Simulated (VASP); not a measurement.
# BaTiO3 in VASP: further runs

The runs below take BaTiO3 through single point, with LDA+U, PBEsol+U.

All numbers are computed with VASP 6.6.1; they aren't measurements. Logs are shortened: lines on timing, memory, paths and dates and some standing lists are left out, and cuts for length are marked.

## 1. The cell of the first run

The typed cell holds 10 atoms: a = 3.944 Å, b = 5.578 Å, c = 5.578 Å, α = 90.00°, β = 90.00°, γ = 90.00°.

## 2. Single point, LDA+U

File INCAR:

```
SYSTEM = BaTiO3
PREC     = Accurate       ! precision mode
ENCUT    = 600            ! plane-wave cutoff, eV
EDIFF    = 1E-6           ! SCF threshold, eV
ISMEAR   = -1             ! smearing method
SIGMA    = 0.05           ! smearing width, eV
LREAL    = .False.        ! projectors in reciprocal space
LASPH    = .True.         ! aspherical terms in the spheres
NELM     = 200            ! most SCF steps
ALGO     = Normal         ! electronic algorithm
ISIF     = 2              ! what is computed and relaxed
LWAVE    = .False.        ! write WAVECAR
LCHARG   = .False.        ! write CHGCAR
LMAXMIX  = 4              ! l up to which the mixer works
LDAU     = .True.         ! DFT+U
LDAUTYPE = 2            
LDAUL    = -1 2 -1        ! shell
LDAUU    = 0 4 0          ! U, eV
LDAUJ    = 0 0 0        
LDAUPRINT= 1            
NBANDS   = 51             ! bands
GGA_COMPAT= .False.      
KPAR     = 4
```

File KPOINTS:

```
Automatic mesh
0
Gamma
  7 5 5
  0 0 0
```

File POSCAR:

```
BaTiO3
1.0
   -2.7889791943     -1.6102161022     -2.2772072579
    2.7889989359     -4.8307072235      0.0000174076
   -2.7889889475     -1.6102464467      4.5544477887
Ba Ti O
2 2 6
Direct
    0.0042925830      1.0000180248      0.9957597137
    1.0043123753      0.5000141879      0.4957537923
    0.5043010116      1.0000306908      0.4957668415
    0.5043780657      0.5000344395     -0.0042349280
    0.5042226281      0.2499662564      0.7457316118
    0.5041836259      0.7499909844      0.2457126025
    0.5042466724      0.7499819120      0.7457234337
    0.5042477480      0.2500014514      0.2457473584
    1.0042270284     -0.0000191954      0.4957152991
    0.0041882616      0.4999812483     -0.0042757249
```

Potentials or basis: VASP PAW LDA potentials, release 64 (Ba_sv, Ti_sv, O).

Run with:

```
> cat potpaw_LDA.64/Ba_sv/POTCAR potpaw_LDA.64/Ti_sv/POTCAR potpaw_LDA.64/O/POTCAR > POTCAR
> mpirun -np 4 vasp_std > vasp.out
```

OUTCAR:

```text
SYSTEM = BaTiO3
   PREC = Accurate
   ENCUT = 600
   EDIFF = 1E-6
   ISMEAR = -1
   LREAL = .False.
   LASPH = .True.
   NELM = 200
   ISIF = 2

 ion  position               nearest neighbor table
   1  0.004  0.000  0.996-   6 2.79   5 2.79   9 2.79   8 2.79  10 2.79   8 2.79   7 2.79   5 2.79
                            10 2.79   6 2.79   9 2.79   7 2.79   4 3.42   4 3.42   3 3.42   3 3.42
   2  0.004  0.500  0.496-   7 2.79   6 2.79   5 2.79   9 2.79  10 2.79   8 2.79   7 2.79  10 2.79
                             9 2.79   8 2.79   5 2.79   6 2.79   4 3.42   3 3.42   4 3.42   3 3.42
   3  0.504  0.000  0.496-   5 1.97   9 1.97   8 1.97   7 1.97   9 1.97   6 1.97   2 3.42   1 3.42
                             2 3.42   1 3.42   1 3.42   1 3.42   2 3.42   2 3.42
   4  0.504  0.500  0.996-  10 1.97   6 1.97   7 1.97   8 1.97   5 1.97  10 1.97   1 3.42   2 3.42
                             1 3.42   2 3.42   2 3.42   1 3.42   2 3.42   1 3.42
   5  0.504  0.250  0.746-   3 1.97   4 1.97   1 2.79   2 2.79   1 2.79   2 2.79
   6  0.504  0.750  0.246-   4 1.97   3 1.97   1 2.79   2 2.79   1 2.79   2 2.79
   7  0.504  0.750  0.746-   4 1.97   3 1.97   2 2.79   2 2.79   1 2.79   1 2.79
   8  0.504  0.250  0.246-   3 1.97   4 1.97   1 2.79   2 2.79   1 2.79   2 2.79
   9  0.004  1.000  0.496-   3 1.97   3 1.97   1 2.79   2 2.79   2 2.79   1 2.79
  10  0.004  0.500  0.996-   4 1.97   4 1.97   1 2.79   2 2.79   2 2.79   1 2.79

  LATTYP: Found a simple tetragonal cell.
 ALAT       =     5.5780236310
 C/A-ratio  =     0.7070999616

  Lattice vectors:

 A1 = (  -2.7889889475,  -1.6102464467,   4.5544477887)
 A2 = (  -2.7889989359,   4.8307072235,  -0.0000174076)
 A3 = (  -2.7889791943,  -1.6102161022,  -2.2772072579)

Analysis of symmetry for initial positions (statically):
=====================================================================
 Subroutine PRICEL returns:
 Original cell was already a primitive cell.

 Routine SETGRP: Setting up the symmetry group for a
 simple tetragonal supercell.

 Subroutine GETGRP returns: Found  1 space group operations
 (whereof  1 operations were pure point group operations)
 out of a pool of 16 trial point group operations.

The static configuration has the point symmetry C_1 .

Analysis of symmetry for dynamics (positions and initial velocities):
=====================================================================
 Subroutine PRICEL returns:
 Original cell was already a primitive cell.

 Routine SETGRP: Setting up the symmetry group for a
 simple tetragonal supercell.

 Subroutine GETGRP returns: Found  1 space group operations
 (whereof  1 operations were pure point group operations)
 out of a pool of 16 trial point group operations.

The dynamic configuration has the point symmetry C_1 .

 Subroutine INISYM returns: Found  1 space group operations
 (whereof  1 operations are pure point group operations),
 and found     1 'primitive' translations

----------------------------------------------------------------------------------------

                                     Primitive cell

  volume of cell :     122.7216

  direct lattice vectors                    reciprocal lattice vectors
    -2.788979194 -1.610216102 -2.277207258    -0.179277063 -0.103505773 -0.146378130
     2.788998936 -4.830707224  0.000017408     0.089637897 -0.155256770 -0.000000562
    -2.788988948 -1.610246447  4.554447789    -0.089638219 -0.051751915  0.146377056

  length of vectors
     3.944220295  5.578014642  5.578023631     0.253535534  0.179275255  0.179274967

  position of ions in fractional coordinates (direct lattice)
     0.004292583  0.000018025  0.995759714
     0.004312375  0.500014188  0.495753792
     0.504301012  0.000030691  0.495766842
     0.504378066  0.500034439  0.995765072
     0.504222628  0.249966256  0.745731612
     0.504183626  0.749990984  0.245712602
     0.504246672  0.749981912  0.745723434
     0.504247748  0.250001451  0.245747358
     0.004227028  0.999980805  0.495715299
     0.004188262  0.499981248  0.995724275

  ion indices of the primitive-cell ions
   primitive index   ion index
                 1           1
[... 109 lines left out ...]
   J (eV)           for each species LDAUJ =   0.0  0.0  0.0
   GGA     = CA    functional components
   LHFCALC =     F    Hartree Fock is set to
   AEXX    =    0.0000 exact exchange contribution
   IVDW    =     0    specifies the selected vdW correction
   LEPSILON=     F    determine dielectric tensor
   LRPA    =     F    only Hartree local field effects (RPA)
 non-spin polarized calculation
  energy-cutoff  :      600.00
  volume of cell :      122.72
 maximum number of plane-waves:      4151
   NGX = 15   NGY = 23   NGZ = 23

atom =   3  type =  2  l = 2

 onsite density matrix

spin component  1

  0.1558 -0.0000 -0.0000  0.0656 -0.0000
 -0.0000  0.2021  0.0000 -0.0000  0.0656
 -0.0000  0.0000  0.1094  0.0000 -0.0000
  0.0656 -0.0000  0.0000  0.2021  0.0000
 -0.0000  0.0656 -0.0000  0.0000  0.1558

spin component  2

  0.1558 -0.0000 -0.0000  0.0656 -0.0000
 -0.0000  0.2021  0.0000 -0.0000  0.0656
 -0.0000  0.0000  0.1094  0.0000 -0.0000
  0.0656 -0.0000  0.0000  0.2021  0.0000
 -0.0000  0.0656 -0.0000  0.0000  0.1558

 occupancies and eigenvectors

  o =  0.1094  v = -0.5753  0.2134 -0.6056  0.4069 -0.3019  0.0000  0.0000  0.0000  0.0000  0.0000      0.0000  0.0000  0.0000  0.0000  0.0000  0.0000  0.0000  0.0000  0.0000  0.0000
  o =  0.1094  v =  0.0000  0.0000  0.0000  0.0000  0.0000 -0.5753  0.2134 -0.6056  0.4069 -0.3019      0.0000  0.0000  0.0000  0.0000  0.0000  0.0000  0.0000  0.0000  0.0000  0.0000
  o =  0.1094  v =  0.5483  0.0416 -0.7375 -0.3877 -0.0587  0.0000  0.0000  0.0000  0.0000  0.0000      0.0000  0.0000  0.0000  0.0000  0.0000  0.0000  0.0000  0.0000  0.0000  0.0000
  o =  0.1094  v =  0.0000  0.0000  0.0000  0.0000  0.0000  0.5483  0.0416 -0.7375 -0.3877 -0.0587      0.0000  0.0000  0.0000  0.0000  0.0000  0.0000  0.0000  0.0000  0.0000  0.0000
  o =  0.1094  v = -0.1870 -0.5348 -0.2990  0.1322  0.7564  0.0000  0.0000  0.0000  0.0000  0.0000      0.0000  0.0000  0.0000  0.0000  0.0000  0.0000  0.0000  0.0000  0.0000  0.0000
  o =  0.1094  v =  0.0000  0.0000  0.0000  0.0000  0.0000 -0.1870 -0.5348 -0.2990  0.1322  0.7564      0.0000  0.0000  0.0000  0.0000  0.0000  0.0000  0.0000  0.0000  0.0000  0.0000
  o =  0.2485  v =  0.0000  0.0000  0.0000  0.0000  0.0000 -0.4826 -0.4481 -0.0000 -0.6825 -0.3169      0.0000  0.0000  0.0000  0.0000  0.0000  0.0000  0.0000  0.0000  0.0000  0.0000
  o =  0.2485  v = -0.4826 -0.4481 -0.0000 -0.6825 -0.3169  0.0000  0.0000  0.0000  0.0000  0.0000      0.0000  0.0000  0.0000  0.0000  0.0000  0.0000  0.0000  0.0000  0.0000  0.0000
  o =  0.2485  v =  0.3169 -0.6825  0.0000  0.4481 -0.4826  0.0000  0.0000  0.0000  0.0000  0.0000      0.0000  0.0000  0.0000  0.0000  0.0000  0.0000  0.0000  0.0000  0.0000  0.0000
  o =  0.2485  v =  0.0000  0.0000  0.0000  0.0000  0.0000  0.3169 -0.6825  0.0000  0.4481 -0.4826      0.0000  0.0000  0.0000  0.0000  0.0000  0.0000  0.0000  0.0000  0.0000  0.0000

atom =   4  type =  2  l = 2

 onsite density matrix

spin component  1

  0.1558  0.0000 -0.0000  0.0656 -0.0000
  0.0000  0.2021  0.0000 -0.0000  0.0656
 -0.0000  0.0000  0.1094  0.0000 -0.0000
  0.0656 -0.0000  0.0000  0.2021 -0.0000
 -0.0000  0.0656 -0.0000 -0.0000  0.1558

spin component  2

  0.1558  0.0000 -0.0000  0.0656 -0.0000
  0.0000  0.2021  0.0000 -0.0000  0.0656
 -0.0000  0.0000  0.1094  0.0000 -0.0000
  0.0656 -0.0000  0.0000  0.2021 -0.0000
 -0.0000  0.0656 -0.0000 -0.0000  0.1558

 occupancies and eigenvectors

  o =  0.1094  v = -0.5754  0.2509 -0.5609  0.4068 -0.3547  0.0000  0.0000  0.0000  0.0000  0.0000      0.0000  0.0000  0.0000  0.0000  0.0000  0.0000  0.0000  0.0000  0.0000  0.0000
  o =  0.1094  v =  0.0000  0.0000  0.0000  0.0000  0.0000 -0.5754  0.2509 -0.5609  0.4068 -0.3547      0.0000  0.0000  0.0000  0.0000  0.0000  0.0000  0.0000  0.0000  0.0000  0.0000
  o =  0.1094  v =  0.5785  0.2245 -0.5889 -0.4091 -0.3175  0.0000  0.0000  0.0000  0.0000  0.0000      0.0000  0.0000  0.0000  0.0000  0.0000  0.0000  0.0000  0.0000  0.0000  0.0000
  o =  0.1094  v =  0.0000  0.0000  0.0000  0.0000  0.0000  0.5785  0.2245 -0.5889 -0.4091 -0.3175      0.0000  0.0000  0.0000  0.0000  0.0000  0.0000  0.0000  0.0000  0.0000  0.0000
  o =  0.1094  v = -0.0308 -0.4690 -0.5819  0.0218  0.6633  0.0000  0.0000  0.0000  0.0000  0.0000      0.0000  0.0000  0.0000  0.0000  0.0000  0.0000  0.0000  0.0000  0.0000  0.0000
  o =  0.1094  v =  0.0000  0.0000  0.0000  0.0000  0.0000 -0.0308 -0.4690 -0.5819  0.0218  0.6633      0.0000  0.0000  0.0000  0.0000  0.0000  0.0000  0.0000  0.0000  0.0000  0.0000
  o =  0.2485  v =  0.0000  0.0000  0.0000  0.0000  0.0000 -0.4488 -0.5136  0.0000 -0.6347 -0.3632      0.0000  0.0000  0.0000  0.0000  0.0000  0.0000  0.0000  0.0000  0.0000  0.0000
  o =  0.2485  v = -0.4488 -0.5136  0.0000 -0.6347 -0.3632  0.0000  0.0000  0.0000  0.0000  0.0000      0.0000  0.0000  0.0000  0.0000  0.0000  0.0000  0.0000  0.0000  0.0000  0.0000
  o =  0.2485  v =  0.3631 -0.6347 -0.0000  0.5137 -0.4488  0.0000  0.0000  0.0000  0.0000  0.0000      0.0000  0.0000  0.0000  0.0000  0.0000  0.0000  0.0000  0.0000  0.0000  0.0000
  o =  0.2485  v =  0.0000  0.0000  0.0000  0.0000  0.0000  0.3631 -0.6347 -0.0000  0.5137 -0.4488      0.0000  0.0000  0.0000  0.0000  0.0000  0.0000  0.0000  0.0000  0.0000  0.0000

 number of electron      80.0000003 magnetization

 Free energy of the ion-electron system (eV)
  ---------------------------------------------------
  ext. energy  EPLUGINS =         0.00000000
  ---------------------------------------------------
  free energy    TOTEN  =       -82.78274001 eV

  energy without entropy =      -82.78274001  energy(sigma->0) =      -82.78274001

 E-fermi :   5.1274     XC(G=0): -11.9686

 val. band max:        4.0083519424   @ k =   0.4286  -0.0000  -0.0000
 cond. band min:       6.2225498454   @ k =   0.0000   0.0000   0.0000
 fundamental gap:      2.2141979031
 Fermi energy:         5.1273500906

 k-point     1 :       0.0000    0.0000    0.0000
  band No.  band energies     occupation
      1     -52.7394      2.00000
      2     -52.7368      2.00000
      3     -29.3884      2.00000
      4     -29.3884      2.00000
      5     -29.3344      2.00000
      6     -29.3344      2.00000
[... 1285 lines left out ...]
     50      10.5944      0.00000
     51      10.7145      0.00000

 [... further k-points ...]

------------------------ aborting loop because EDIFF is reached ----------------------------------------

  FORCE on cell =-STRESS in cart. coord.  units (eV):
  Direction    XX          YY          ZZ          XY          YZ          ZX
  --------------------------------------------------------------------------------------
  -------------------------------------------------------------------------------------
  Total        3.4766636      3.4757086      3.4747488      0.0001907      0.0011033      0.0007261
  in kB       45.3891543     45.3766859     45.3641560      0.0024895      0.0144045      0.0094794
  external PRESSURE =      45.3766654 kB  Pullay stress =       0.0000000 kB

 VOLUME and BASIS-vectors are now :
 -----------------------------------------------------------------------------
  energy-cutoff  :      600.00
  volume of cell :      122.72
      direct lattice vectors                 reciprocal lattice vectors
    -2.788979194 -1.610216102 -2.277207258    -0.179277063 -0.103505773 -0.146378130
     2.788998936 -4.830707224  0.000017408     0.089637897 -0.155256770 -0.000000562
    -2.788988948 -1.610246447  4.554447789    -0.089638219 -0.051751915  0.146377056

 POSITION                                       TOTAL-FORCE (eV/Angst)
 -----------------------------------------------------------------------------------
     -2.78908     -1.61042      4.52536         0.000554      0.000662     -0.000166
     -0.00014     -3.22065      2.24807         0.000832      0.000780      0.000368
     -2.78909     -1.61049      1.10955         0.000646      0.001576     -0.000440
     -2.78928     -4.83110      3.38660         0.002070      0.002913      0.001180
     -2.78895     -3.22023      2.24818         0.000003     -0.001733      0.000840
      0.00028     -4.83049     -0.02903        -0.001154     -0.001492      0.000084
     -1.39445     -5.63569      2.24810        -0.000041     -0.000128      0.000259
     -1.39447     -2.41535     -0.02903         0.000371      0.000030     -0.000305
      1.39461     -5.63564      2.24810        -0.000879     -0.000816     -0.000043
     -1.39430     -4.02537      4.52545        -0.002403     -0.001792     -0.001779
 -----------------------------------------------------------------------------------
    total drift:                               -0.001851     -0.001113     -0.000706

  FREE ENERGIE OF THE ION-ELECTRON SYSTEM (eV)
  ---------------------------------------------------
  free  energy   TOTEN  =       -82.7827400133 eV

  energy  without entropy=      -82.7827400133  energy(sigma->0) =      -82.78274001
```

It took 2.7 min on 4 MPI ranks of Intel Xeon Platinum 8375C at 2.90GHz (Ice Lake), shared host; peak memory 0.62 GiB.

Results:

* Free energy: -82.7827 eV
* Pressure: 4.5 GPa
* Largest force: 0.004 eV/Å
* Band gap on the k mesh: 2.21 eV

Forces on the atoms (eV/Å):
```
Ba   0.001  0.001  0.000
Ba   0.001  0.001  0.000
Ti   0.001  0.002  0.000
Ti   0.002  0.003  0.001
O    0.000 -0.002  0.001
O   -0.001 -0.001  0.000
O    0.000  0.000  0.000
O    0.000  0.000  0.000
O   -0.001 -0.001  0.000
O   -0.002 -0.002 -0.002
```

Eigenvalues of the final occupation matrices:
```tsv
site	spin	trace	eigenvalues
site 3 d	1	0.83	0.11 0.11 0.11 0.25 0.25
site 3 d	2	0.83	0.11 0.11 0.11 0.25 0.25
site 4 d	1	0.83	0.11 0.11 0.11 0.25 0.25
site 4 d	2	0.83	0.11 0.11 0.11 0.25 0.25
```

Caveat: the cell stands under pressure; spin-orbit coupling is left out, which moves the levels of the heavy elements; an odd mesh through Γ misses points on the zone boundary, where band edges can lie.

## 3. Single point, LDA+U

File INCAR:

```
  ALGO = Normal
  EDIFF = 1E-6
  ENCUT = 600
  GGA_COMPAT = F
  ISIF = 2
  ISMEAR = -1
  KPAR = 4
  LASPH = T
  LCHARG = F
  LDAU = T
  LDAUJ = 0 0 0
  LDAUL = -1 2 -1
  LDAUPRINT = 1
  LDAUTYPE = 2
  LDAUU = 0 3 0
  LMAXMIX = 4
  LREAL = F
  LWAVE = F
  NBANDS = 51
  NELM = 200
  PREC = Accurate
  SIGMA = 0.05
```

File KPOINTS:

```
k-points
0
Gamma
  7 5 5
```

File POSCAR:

```
BaTiO3
1.0
   -2.7872082295     -1.6092078795     -2.2757066098
    2.7871798488     -4.8278358810      0.0001841165
   -2.7872998656     -1.6095221750      4.5517463994
Ba Ti O
2 2 6
Direct
    0.0047589399      1.0001413195      0.9964097376
    1.0047679641      0.5001316800      0.4964049457
    0.5057104501      1.0003763086      0.4975946702
    0.5056103715      0.5003830597     -0.0024071149
    0.5037705728      0.2495197378      0.7447338023
    0.5037751235      0.7495114822      0.2447425598
    0.5037805074      0.7501037630      0.7448677011
    0.5037673813      0.2500998077      0.2448555871
    1.0033032155     -0.0001294963      0.4951053900
    0.0033554741      0.4998623377     -0.0049072788
```

Potentials or basis: VASP PAW LDA potentials, release 64 (Ba_sv, Ti_sv, O).

Run with:

```
> cat potpaw_LDA.64/Ba_sv/POTCAR potpaw_LDA.64/Ti_sv/POTCAR potpaw_LDA.64/O/POTCAR > POTCAR
> mpirun -np 4 vasp_std > vasp.out
```

Run time: 99 s. Hardware: 4 MPI ranks of Intel Xeon 6975P-C (Granite Rapids), shared host; peak memory 0.61 GiB.

The run converged. Its results:

* Free energy: -84.1206 eV
* Pressure: 4.0 GPa
* Largest force: 0.062 eV/Å
* Band gap on the k mesh: 2.10 eV

Forces on the atoms (eV/Å):
```
Ba   0.003  0.003 -0.002
Ba   0.003  0.003 -0.002
Ti   0.043  0.037 -0.026
Ti   0.041  0.037 -0.028
O   -0.002 -0.038  0.027
O   -0.001 -0.038  0.027
O   -0.022  0.011  0.018
O   -0.023  0.011  0.018
O   -0.022 -0.013 -0.017
O   -0.020 -0.012 -0.015
```

Levels at points of the mesh, in eV from the valence-band top:
```tsv
k point	band 36	band 37	band 38	band 39	band 40	band 41	band 42	band 43	band 44	band 45
(0.00, 0.00, 0.00)	-0.84	-0.12	-0.12	-0.12	-0.09	2.10	2.10	2.10	4.03	4.03
```

Eigenvalues of the final occupation matrices:
```csv
site,spin,trace,eigenvalues
site 3 d,1,0.85,0.11 0.11 0.11 0.25 0.25
site 3 d,2,0.85,0.11 0.11 0.11 0.25 0.25
site 4 d,1,0.85,0.11 0.11 0.11 0.25 0.25
site 4 d,2,0.85,0.11 0.11 0.11 0.25 0.25
```

Caveat: the cell stands under pressure; spin-orbit coupling is left out, which moves the levels of the heavy elements; an odd mesh through Γ misses points on the zone boundary, where band edges can lie.

## 4. Single point, LDA+U

File INCAR:

```
  PREC = Accurate
  ENCUT = 600
  EDIFF = 1E-6
  ISMEAR = -1
  SIGMA = 0.05
  LREAL = False
  LASPH = True
  NELM = 200
  ALGO = Normal
  ISIF = 2
  LWAVE = False
  LCHARG = True
  LMAXMIX = 4
  LDAU = True
  LDAUTYPE = 2
  LDAUL = -1 2 -1
  LDAUU = 0 1 0
  LDAUJ = 0 0 0
  LDAUPRINT = 1
  LVHAR = True
  NBANDS = 51
  GGA_COMPAT = False
  KPAR = 4
```

File KPOINTS:

```
Automatic mesh
0
Gamma
  7 5 5
```

File POSCAR:

```
BaTiO3
1.0
   -2.7897309738     -1.6106900799     -2.2749001636
    2.7875155832     -4.8288165346      0.0004109713
   -2.7923921955     -1.6128099912      4.5545402736
Ba Ti O
2 2 6
Direct
    0.0081610230      1.0000531152      0.9997470415
    1.0081618726      0.5000565466      0.4997477814
    0.5152876167      1.0001390185      0.5070437097
    0.5152849210      0.5001417287      0.0070422588
    0.5004453623      0.2481381064      0.7400309419
    0.5004498713      0.7481373887      0.2400264525
    0.5004300378      0.7517092454      0.7400736752
    0.5004275722      0.2517114507      0.2400737607
    0.9969787431     -0.0000421265      0.4918072224
   -0.0030270201      0.4999555263     -0.0081928442
```

Run with:

```
> cat potpaw_LDA.64/Ba_sv/POTCAR potpaw_LDA.64/Ti_sv/POTCAR potpaw_LDA.64/O/POTCAR > POTCAR
> mpirun -np 4 vasp_std > vasp.out
```

Wall time 4.9 min (4 MPI ranks of Intel Xeon Platinum 8375C at 2.90GHz (Ice Lake), shared host); peak memory 0.61 GiB.

The run converged. Its results:

- Free energy: -86.8849 eV
- Pressure: 2.8 GPa
- Largest force: 0.175 eV/Å
- Band gap on the k mesh: 2.10 eV

Forces in eV/Å, atoms in the order of the input:
```
Ba   0.024  0.014 -0.010
Ba   0.024  0.014 -0.010
Ti   0.141  0.084 -0.060
Ti   0.141  0.084 -0.060
O   -0.009 -0.088  0.062
O   -0.009 -0.088  0.062
O   -0.078  0.034  0.060
O   -0.078  0.034  0.060
O   -0.077 -0.045 -0.051
O   -0.077 -0.045 -0.051
```

Levels at points of the mesh, in eV from the valence-band top:
```tsv
k point	band 37	band 38	band 39	band 40	band 41	band 42	band 43	band 44
(0.00, 0.00, 0.00)	-0.27	-0.20	-0.19	-0.09	2.10	2.10	2.18	3.93
```

Eigenvalues of the final occupation matrices:
```
    site  spin  trace               eigenvalues
site 3 d     1   0.90  0.13 0.13 0.13 0.26 0.26
site 3 d     2   0.90  0.13 0.13 0.13 0.26 0.26
site 4 d     1   0.90  0.13 0.13 0.13 0.26 0.26
site 4 d     2   0.90  0.13 0.13 0.13 0.26 0.26
```

Caveat: spin-orbit coupling is left out, which moves the levels of the heavy elements; an odd mesh through Γ misses points on the zone boundary, where band edges can lie.

[end of part 1 of 2]
